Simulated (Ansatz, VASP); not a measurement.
**One calculation of MgO, two programs**

Contents of INCAR:

```
PREC = Accurate ; ENCUT = 600
EDIFF = 1E-6 ; ISMEAR = 0
SIGMA = 0.01 ; LREAL = F
LASPH = T ; NELM = 120
ALGO = Normal ; ISIF = 2
LWAVE = F ; LCHARG = T
GGA = PS ; LELF = T
LVHAR = T ; NBANDS = 11
GGA_COMPAT = F
```

File KPOINTS:

```
Automatic mesh
0
Gamma
  6 6 6
```

The input POSCAR:

```
MgO
1.0
    2.6233491285      0.0000000000      0.0000000000
    0.0000000000      2.6233491285      0.0000000000
    0.0000000000      0.0000000000      2.6233491285
Mg O
1 1
Direct
    0.0000000000      0.0000000000      0.0000000000
    0.5000000000      0.5000000000      0.5000000000
```

Input for Ansatz:

```yaml
crystal:
  lattice:
    - [2.6233491285, 0.0, 0.0]
    - [0.0, 2.6233491285, 0.0]
    - [0.0, 0.0, 2.6233491285]
  atoms:
    - { symbol: Mg, position: [0.0, 0.0, 0.0] }
    - { symbol: O, position: [0.5, 0.5, 0.5] }
kpoints:
  mp_grid: { grid: [6, 6, 6] }
hamiltonian:
  xc: pbesol
scf:
  occupations: { method: fixed }
  n_extra_bands: 4
output:
  forces: true
  stress: true
  eigenvalues: true
```

Alike in both runs: task single point; functional PBEsol; k mesh 6 × 6 × 6; no spin polarisation.

|  | VASP | Ansatz |
| --- | --- | --- |
| version | VASP 6.6.1 | Ansatz 0.2.0 |
| potentials or method | VASP PAW PBE potentials, release 64 (Mg, O) | plane waves |
| plane-wave cutoff (eV) | 600 | 420 |
| occupations | gaussian, width 0.01 eV | fixed |
| valence electrons in the cell | 8 | 16 |

|  | VASP | Ansatz | Ansatz less VASP |
| --- | --- | --- | --- |
| gap on the k mesh at the Fermi level (eV) | 2.57 | 2.57 | +0.001 |
| pressure (GPa) | 1.0 | 1.7 | +0.72 |

VASP's potentials were made for PBE, not for PBEsol. VASP's potentials hold 8 valence electrons a cell and Ansatz's 16, so a difference there can come from the potentials and not from the codes.
